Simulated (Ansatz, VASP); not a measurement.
## CdTe in VASP and in Ansatz

```
CELL_PARAMETERS angstrom
4.58866 0.00000 0.00000
0.00000 6.48934 0.00000
0.00000 0.00000 24.17732
ATOMIC_POSITIONS crystal
Cd 0.50000 0.44411 0.33467
Cd 0.00000 0.02569 0.40119
Cd 0.50000 0.51556 0.50000
Cd 0.00000 0.02574 0.59882
Cd 0.50000 0.44420 0.66533
Te 0.00000 0.24337 0.30187
Te 0.50000 0.77252 0.40669
Te 0.00000 0.26281 0.49999
Te 0.50000 0.77257 0.59330
Te 0.00000 0.24344 0.69813
```

Alike in both runs: functional PBEsol; k mesh 6 × 4 × 1; occupations gaussian, width 0.05 eV; no spin polarisation.

Ansatz relaxed the structure, and its values are those at the end. VASP's run is a single point on that final structure, the one shown.

|  | VASP | Ansatz |
| --- | --- | --- |
| version | VASP 6.6.1 | Ansatz 0.2.0 |
| potentials or method | VASP PAW PBE potentials, release 64 (Cd, Te), cutoff 520 eV | scalar-relativistic, plane waves, PAW |
| valence electrons in the cell | 90 | 180 |

```tsv
	VASP	Ansatz	Ansatz less VASP
gap on the k mesh at the Fermi level (eV)	1.30	1.30	+0.002
least direct gap on the mesh (eV)	1.30	1.30	+0.002
rms of the force components (eV/Å)	0.016	0.010	-0.0065
```

VASP's potentials were made for PBE, not for PBEsol. VASP's potentials hold 90 valence electrons a cell and Ansatz's 180, so a difference there can come from the potentials and not from the codes.

Neither program's run includes spin-orbit coupling.
